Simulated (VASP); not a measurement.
# Si4BW (P6/mmm) in VASP: further runs, part 3 of 3

VASP 6.6.1. Earlier steps stand in the parts before.

## Step 5: Relaxation of cell and atoms, PBE

This run uses another cell than the first one, of 15.25 Å³/atom.

Contents of INCAR:

```
SYSTEM = Si4BW
ALGO = Normal
EDIFF = 1E-6
EDIFFG = -0.04
ENCUT = 600
GGA = PE
IBRION = 2
ISIF = 3
ISMEAR = 0
LASPH = .True.
LCHARG = .False.
LREAL = .False.
LWAVE = .False.
NELM = 100
NSW = 90
PREC = Accurate
SIGMA = 0.1
```

Contents of KPOINTS:

```
k-points
0
Gamma
  6 6 2
  0 0 0
```

Contents of POSCAR:

```
Si4BW
1.0
    3.6684822100      0.0000000000      0.0000000000
   -1.8342411000      3.1769987900      0.0000000000
    0.0000000000      0.0000000000      7.8528807000
Si B W
4 1 1
Direct
    0.3333333300      0.6666666700      0.3326959200
    0.3333333300      0.6666666700      0.6673040800
    0.6666666700      0.3333333300      0.6673040800
    0.6666666700      0.3333333300      0.3326959200
    0.0000000000      0.0000000000      0.5000000000
    0.0000000000      0.0000000000      0.0000000000
```

Potentials or basis: VASP PAW PBE potentials, release 64 (Si, B, W_sv).

The run is started by

```sh
$ cat potpaw_PBE.64/Si/POTCAR potpaw_PBE.64/B/POTCAR potpaw_PBE.64/W_sv/POTCAR > POTCAR
$ mpirun -np 1 vasp_std > vasp.out
```

OUTCAR:

```text
SYSTEM = Si4BW
   EDIFF = 1E-6
   EDIFFG = -0.04
   ENCUT = 600
   GGA = PE
   IBRION = 2
   ISIF = 3
   ISMEAR = 0
   LASPH = .True.
   LREAL = .False.
   NELM = 100
   NSW = 90
   PREC = Accurate

 ion  position               nearest neighbor table
   1  0.333  0.667  0.333-   4 2.12   4 2.12   4 2.12   5 2.49   5 2.49   5 2.49   2 2.63
   2  0.333  0.667  0.667-   3 2.12   3 2.12   3 2.12   5 2.49   5 2.49   5 2.49   1 2.63
   3  0.667  0.333  0.667-   2 2.12   2 2.12   2 2.12   5 2.49   5 2.49   5 2.49   4 2.63
   4  0.667  0.333  0.333-   1 2.12   1 2.12   1 2.12   5 2.49   5 2.49   5 2.49   3 2.63
   5  0.000  0.000  0.500-   1 2.49   2 2.49   3 2.49   4 2.49   1 2.49   2 2.49   3 2.49   4 2.49
                             3 2.49   4 2.49   1 2.49   2 2.49
   6  0.000  0.000  0.000-

  LATTYP: Found a hexagonal cell.
 ALAT       =     3.6684822100
 C/A-ratio  =     2.1406348049

  Lattice vectors:

 A1 = (   3.6684822100,   0.0000000000,   0.0000000000)
 A2 = (  -1.8342411000,   3.1769987900,   0.0000000000)
 A3 = (   0.0000000000,   0.0000000000,   7.8528807000)

Analysis of symmetry for initial positions (statically):
=====================================================================
 Subroutine PRICEL returns:
 Original cell was already a primitive cell.

 Routine SETGRP: Setting up the symmetry group for a
 hexagonal supercell.

 Subroutine GETGRP returns: Found 24 space group operations
 (whereof 24 operations were pure point group operations)
 out of a pool of 24 trial point group operations.

The static configuration has the point symmetry D_6h.

Analysis of symmetry for dynamics (positions and initial velocities):
=====================================================================
 Subroutine PRICEL returns:
 Original cell was already a primitive cell.

 Routine SETGRP: Setting up the symmetry group for a
 hexagonal supercell.

 Subroutine GETGRP returns: Found 24 space group operations
 (whereof 24 operations were pure point group operations)
 out of a pool of 24 trial point group operations.

The dynamic configuration has the point symmetry D_6h.

 Subroutine INISYM returns: Found 24 space group operations
 (whereof 24 operations are pure point group operations),
 and found     1 'primitive' translations

----------------------------------------------------------------------------------------

                                     Primitive cell

  volume of cell :      91.5235

  direct lattice vectors                    reciprocal lattice vectors
     3.668482210  0.000000000  0.000000000     0.272592299  0.157381237  0.000000000
    -1.834241100  3.176998790  0.000000000     0.000000000  0.314762474  0.000000000
     0.000000000  0.000000000  7.852880700     0.000000000  0.000000000  0.127341805

  length of vectors
     3.668482210  3.668482210  7.852880700     0.314762474  0.314762474  0.127341805

  position of ions in fractional coordinates (direct lattice)
     0.333333330  0.666666670  0.332695920
     0.333333330  0.666666670  0.667304080
     0.666666670  0.333333330  0.667304080
     0.666666670  0.333333330  0.332695920
     0.000000000  0.000000000  0.500000000
     0.000000000  0.000000000  0.000000000

  ion indices of the primitive-cell ions
   primitive index   ion index
                 1           1
                 2           2
                 3           3
[... 52 lines left out ...]
   NGX,Y,Z   is equivalent  to a cutoff of  13.60, 13.60, 13.55 a.u.
   NGXF,Y,Z  is equivalent  to a cutoff of  27.19, 27.19, 27.10 a.u.
 SYSTEM =  Si4BW
   PREC   = accura    normal or accurate (medium, high low for compatibility)
   ISTART =      0    job   : 0-new  1-cont  2-samecut
   ICHARG =      2    charge: 1-file 2-atom 10-const
   ISPIN  =      1    spin polarized calculation?
   LNONCOLLINEAR =      F non collinear calculations
   LSORBIT =      F    spin-orbit coupling
   LASPH  =      T    aspherical Exc in radial PAW
   ENCUT  =  600.0 eV  44.10 Ry    6.64 a.u.   7.33  7.33 15.68*2*pi/ulx,y,z
   NELM   =    100;   NELMIN=  2; NELMDL= -5     # of ELM steps
   EDIFF  = 0.1E-05   stopping-criterion for ELM
   LREAL  =      F    real-space projection
   EDIFFG = -.4E-01   stopping-criterion for IOM
   NSW    =     90    number of steps for IOM
   IBRION =      2    ionic relax: 0-MD 1-quasi-New 2-CG
   NFREE  =      1    steps in history (QN), initial steepest desc. (CG)
   ISIF   =      3    stress and relaxation
   ISYM   =      2    0-nonsym 1-usesym 2-fastsym
   POTIM  = 0.5000    time-step for ionic-motion
   TEBEG  =    0.0;   TEEND  =   0.0 temperature during run
   PSTRESS=    0.0 pullay stress
   NELECT =      33.0000    total number of electrons
   NUPDOWN=      -1.0000    fix difference up-down
   EMIN   =  10.00;   EMAX   =-10.00  energy-range for DOS
   EFERMI =   0.00;   METHOD = LEGACY
   ISMEAR =     0;   SIGMA  =   0.10  broadening in eV -4-tet -1-fermi 0-gaus
   EFERMI_NEDOS =   21; number of points for ismear=-14 and -15
   IALGO  =     38    algorithm
   IMIX   =      4    mixing-type and parameters
     AMIX     =   0.40;   BMIX     =  1.00
     AMIX_MAG =   1.60;   BMIX_MAG =  1.00
  volume/ion in A,a.u.               =      15.25       102.94
  Fermi-wavevector in a.u.,A,eV,Ry     =   1.165204  2.201916 18.472637  1.357700
  Thomas-Fermi vector in A             =   2.301733
   LORBIT       =      0    0 simple, 1 ext, 2 COOP (PROOUT), +10 PAW based schemes
   GGA     = PE    functional components
   LHFCALC =     F    Hartree Fock is set to
   AEXX    =    0.0000 exact exchange contribution
   IVDW    =     0    specifies the selected vdW correction
   LEPSILON=     F    determine dielectric tensor
   LRPA    =     F    only Hartree local field effects (RPA)
 conjugate gradient relaxation of ions
 non-spin polarized calculation
 Gauss-broadening in eV      SIGMA  =   0.10
  energy-cutoff  :      600.00
  volume of cell :       91.52
 maximum number of plane-waves:      3080
 NGX is ok and might be reduce to    30
   NGX = 15   NGY = 15   NGZ = 31

--------------------------------------- Ionic step        1  -------------------------------------------

 number of electron      33.0000004 magnetization

 Free energy of the ion-electron system (eV)
  ---------------------------------------------------
  ext. energy  EPLUGINS =         0.00000000
  ---------------------------------------------------
  free energy    TOTEN  =       -30.46787547 eV

  energy without entropy =      -30.42489585  energy(sigma->0) =      -30.44638566

------------------------ aborting loop because EDIFF is reached ----------------------------------------

  FORCE on cell =-STRESS in cart. coord.  units (eV):
  Direction    XX          YY          ZZ          XY          YZ          ZX
  --------------------------------------------------------------------------------------
  -------------------------------------------------------------------------------------
  Total       12.3267408     12.3267408     -8.1563564      0.0000000      0.0000000      0.0000000
  in kB      215.7875481    215.7875485   -142.7822799      0.0000003      0.0000000      0.0000000
  external PRESSURE =      96.2642722 kB  Pullay stress =       0.0000000 kB
[... 101 lines left out ...]
  FREE ENERGIE OF THE ION-ELECTRON SYSTEM (eV)
  ---------------------------------------------------
  free  energy   TOTEN  =       -31.7894182334 eV

  energy  without entropy=      -31.7329118521  energy(sigma->0) =      -31.76116504

 E-fermi :   9.9641     XC(G=0): -11.6242

 val. band max:        9.9440319921   @ k =   0.3333   0.3333   0.5000
 cond. band min:       9.9658205847   @ k =   0.5000   0.0000   0.0000
 fundamental gap:      0.0217885927
 Fermi energy:         9.9641028889

 k-point     1 :       0.0000    0.0000    0.0000
  band No.  band energies     occupation
      1     -64.7276      2.00000
      2     -28.9474      2.00000
      3     -28.8258      2.00000
      4     -28.8258      2.00000
      5      -4.9846      2.00000
      6      -0.3998      2.00000
[... 311 lines left out ...]
     19      12.5481      0.00000
     20      12.6279      0.00000

[... ionic steps 4 to 25 ...]

--------------------------------------- Ionic step       26  -------------------------------------------

 number of electron      33.0000001 magnetization

------------------------ aborting loop because EDIFF is reached ----------------------------------------
[... 75 lines left out ...]
--------------------------------------- Ionic step       28  -------------------------------------------

 number of electron      33.0000001 magnetization

 Free energy of the ion-electron system (eV)
  ---------------------------------------------------
  ext. energy  EPLUGINS =         0.00000000
  ---------------------------------------------------
  free energy    TOTEN  =       -37.94209818 eV

  energy without entropy =      -37.92631361  energy(sigma->0) =      -37.93420589

 E-fermi :  10.3013     XC(G=0): -11.6982

 val. band max:       10.2357261773   @ k =   0.5000   0.0000   0.0000
 cond. band min:      10.3168359396   @ k =   0.0000   0.0000   0.0000
 fundamental gap:      0.0811097624
 Fermi energy:        10.3012748731

 k-point     1 :       0.0000    0.0000    0.0000
  band No.  band energies     occupation
      1     -64.1298      2.00000
      2     -28.3544      2.00000
      3     -28.3544      2.00000
      4     -28.3256      2.00000
      5      -4.0300      2.00000
      6       1.9002      2.00000
[... 344 lines left out ...]
  FREE ENERGIE OF THE ION-ELECTRON SYSTEM (eV)
  ---------------------------------------------------
  free  energy   TOTEN  =       -37.9420981832 eV

  energy  without entropy=      -37.9263136057  energy(sigma->0) =      -37.93420589

 reached required accuracy - stopping structural energy minimisation
```

Run time: 10 min. Hardware: 1 thread of Intel Xeon 6975P-C (Granite Rapids), shared host; peak memory 0.25 GiB.

What came out:

```yaml
Free_energy: -37.9421 eV
Relaxed_volume: 13.58 Å³/atom
Relaxed_cell: a = 4.532 Å, b = 4.532 Å, c = 4.580 Å, α = 90.00°, β = 90.00°, γ = 120.00°
Space_group_after_relaxing_to_0.1_Å: P6/mmm (No. 191)
Energy_gained_by_relaxing: 1245.7 meV/atom
Ionic_steps: 28
Pressure_after_relaxing: 0.0 GPa
Largest_force_after_relaxing: 0.004 eV/Å
Band_gap_on_the_k_mesh: zero (an odd number of electrons rules out a gap without spin polarisation)
```

Forces on the atoms (eV/Å):
```
Si   0.000  0.000 -0.004
Si   0.000  0.000  0.004
Si   0.000  0.000  0.004
Si   0.000  0.000 -0.004
B    0.000  0.000  0.000
W    0.000  0.000  0.000
```

Step by step:
| step | energy change (eV) | largest force (eV/Å) | pressure (GPa) | volume (Å³) |
| --- | --- | --- | --- | --- |
| 1 | 0.0000 | 1.3784 | 9.63 | 91.52 |
| 2 | -1.3188 | 1.2347 | -10.77 | 103.31 |
| 3 | -1.3215 | 1.2878 | -10.56 | 102.54 |
| 4 | -2.6458 | 1.5853 | -7.94 | 92.55 |
| 5 | -3.2633 | 5.1678 | 74.08 | 61.51 |
| 6 | -3.1276 | 3.4734 | 4.06 | 82.11 |
| 7 | -4.2035 | 5.4698 | 24.10 | 71.89 |
| 8 | -3.8993 | 7.0058 | 45.07 | 66.72 |
| 9 | -4.0346 | 6.7309 | 46.19 | 66.27 |
| 10 | -4.2931 | 5.6098 | 52.24 | 64.90 |
| 11 | -3.8854 | 2.8055 | 70.98 | 62.06 |
| 12 | -4.2884 | 5.3281 | 56.63 | 64.19 |
| 13 | -4.5582 | 4.9167 | 53.45 | 64.69 |
| 14 | -5.2678 | 3.7489 | 44.44 | 66.21 |
| 15 | -6.2877 | 1.8713 | 29.33 | 69.30 |
| 16 | -7.1309 | 0.3134 | 8.38 | 75.78 |
| 17 | -7.1604 | 0.5510 | 5.48 | 77.08 |
| 18 | -7.1635 | 0.6317 | 4.32 | 77.68 |
| 19 | -7.2013 | 0.5520 | 3.39 | 78.11 |
| 20 | -7.2876 | 0.3054 | 0.92 | 79.38 |
| 21 | -7.3534 | 0.4960 | -2.59 | 81.93 |
| 22 | -7.4084 | 0.6861 | -1.64 | 81.70 |
| 23 | -7.4557 | 0.5632 | -0.46 | 81.41 |
| 24 | -7.4210 | 0.1282 | 2.85 | 80.79 |
| 25 | -7.4641 | 0.4554 | 0.37 | 81.23 |
| 26 | -7.4731 | 0.0948 | 0.32 | 81.32 |
| 27 | -7.4735 | 0.0023 | 0.31 | 81.34 |
| 28 | -7.4742 | 0.0041 | 0.02 | 81.45 |

Final structure:
```
CELL_PARAMETERS angstrom
4.53183 0.00000 0.00000
-2.26592 3.92468 0.00000
0.00000 0.00000 4.57953
ATOMIC_POSITIONS crystal
Si 0.33333 0.66667 0.24810
Si 0.33333 0.66667 0.75190
Si 0.66667 0.33333 0.75190
Si 0.66667 0.33333 0.24810
B 0.00000 0.00000 0.50000
W 0.00000 0.00000 0.00000
```

Caveat: the k points lie up to 0.69 Å⁻¹ apart in the final cell, too coarse for converged energies and pressures of a metal; a cell axis changed by over 15 % at a fixed basis, so the end point is rough; spin-orbit coupling is left out, which moves the levels of the heavy elements.

## Step 6: Summary

| task | cell | k mesh | cutoff (eV) | gap on the mesh (eV) | pressure (GPa) | largest force (eV/Å) |
| --- | --- | --- | --- | --- | --- | --- |
| single point | a = 4.528, b = 4.528, c = 4.583 Å, angles 90.0, 90.0, 120.0°, 6 atoms, atomic positions A | 6 × 6 × 2 | 520 | none | 0.0 | 0.01 |
| single point | a = 3.668, b = 3.668, c = 7.853 Å, angles 90.0, 90.0, 120.0°, 6 atoms, atomic positions B | 6 × 6 × 2 | 520 | none | 9.6 | 1.38 |
| single point | a = 4.452, b = 4.452, c = 4.679 Å, angles 90.0, 90.0, 120.0°, 6 atoms, atomic positions A | 6 × 6 × 4 | 520 | none | -0.1 | 0.01 |
| relaxation of cell and atoms | relaxed from a = 3.668, b = 3.668, c = 7.853 Å, angles 90.0, 90.0, 120.0°, 6 atoms, atomic positions B | 6 × 6 × 2 | 600 | none | 0.0 | - |

Alike in all rows: level PBE; potentials or basis VASP PAW PBE potentials, release 64 (Si, B, W_sv); no spin polarisation; smearing gaussian 0.1 eV.

Caveats: some runs use coarse meshes; spin-orbit coupling is left out, which moves the levels of the heavy elements; forces of over 1 eV/Å act on the atoms, so gaps and moduli don't describe the material at rest (at least some runs); a cell axis changed by over 15 % at a fixed basis, so the end point is rough (at least some runs).

Total energies depend on the potentials used, so only differences within one code and one set of settings carry meaning.
